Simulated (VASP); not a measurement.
A run of VASP 6.6.1 is set up as follows.

The input INCAR:

```
SYSTEM = H
PREC     = Accurate       ! precision mode
ENCUT    = 520            ! plane-wave cutoff, eV
EDIFF    = 1E-6           ! SCF threshold, eV
ISMEAR   = 0              ! smearing method
SIGMA    = 0.1            ! smearing width, eV
LREAL    = .FALSE.        ! projectors in reciprocal space
LASPH    = .TRUE.         ! aspherical terms in the spheres
NELM     = 100            ! most SCF steps
ALGO     = Normal         ! electronic algorithm
ISIF     = 2              ! what is computed and relaxed
LWAVE    = .FALSE.        ! write WAVECAR
LCHARG   = .TRUE.         ! write CHGCAR
GGA      = PS             ! functional
LELF     = .TRUE.         ! ELF
LVHAR    = .TRUE.       
NBANDS   = 6              ! bands
```

Contents of KPOINTS:

```
Automatic mesh
0
G
  42 42 42
  0 0 0
```

POSCAR

```
H
1.0
    0.0000000000      1.1340555146      1.1340555146
    1.1340555146      0.0000000000      1.1340555146
    1.1340555146      1.1340555146      0.0000000000
H
1
Direct
    0.0000000000      0.0000000000      0.0000000000
```

Potentials or basis: VASP PAW PBE potentials, release 64 (H).

Command:

```bash
$ cat potpaw_PBE.64/H/POTCAR > POTCAR
$ mpirun -np 1 vasp_std > vasp.out
```

(1) What does it give for the band gap on the k mesh?

(2) Predict the pressure.

## Answers

(1) zero (an odd number of electrons rules out a gap without spin polarisation).

(2) -0.7 GPa.

Caveat: the atoms stand far beyond bonding distance, and open shells without spin polarisation read as a metal; the PAW data sets were made with another functional, which shifts forces and pressure a little.
